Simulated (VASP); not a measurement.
A run of VASP 6.6.1:

INCAR

```
SYSTEM = AlGaN2
PREC = Accurate ; ENCUT = 520
EDIFF = 1E-6 ; ISMEAR = 0
SIGMA = 0.01 ; LREAL = .FALSE.
LASPH = .TRUE. ; NELM = 80
ALGO = Normal ; ISIF = 2
LWAVE = .FALSE. ; LCHARG = .FALSE.
GGA = CA ; NBANDS = 36
```

KPOINTS

```
regular mesh
0
G
  8 8 8
  0 0 0
```

The input POSCAR:

```
AlGaN2
1.0
    0.0000000000      0.0000000000      4.3843301977
   -3.1152864675      3.1152864675      0.0000000000
   -3.1152864675     -3.1152864675      0.0000000000
Al Ga N
2 2 4
Direct
    0.5000000000      0.5000000000      1.0000000000
    0.5000000000      0.0000000000      0.5000000000
    0.0000000000      0.0000000000      0.0000000000
    0.0000000000      0.5000000000      0.5000000000
    0.7400513251      0.2500000000      0.2500000000
    0.7400513251      0.7500000000      0.7500000000
    0.2599486749      0.7500000000      0.2500000000
    0.2599486749      0.2500000000      0.7500000000
```

Potentials or basis: VASP PAW LDA potentials, release 64 (Al, Ga_d, N).

The run is started by

```sh
$ cat potpaw_LDA.64/Al/POTCAR potpaw_LDA.64/Ga_d/POTCAR potpaw_LDA.64/N/POTCAR > POTCAR
$ mpirun -np 1 vasp_std > vasp.out
```

Hardware: 1 thread of AMD EPYC 9R45 96-Core Processor (Zen 5) (shared host).

Task: How long does it take, and how much memory?

Result: It took 2.3 min on 1 thread of AMD EPYC 9R45 96-Core Processor (Zen 5) (shared host), peak memory 0.27 GiB. Counts: scf iterations 14, k points 75.
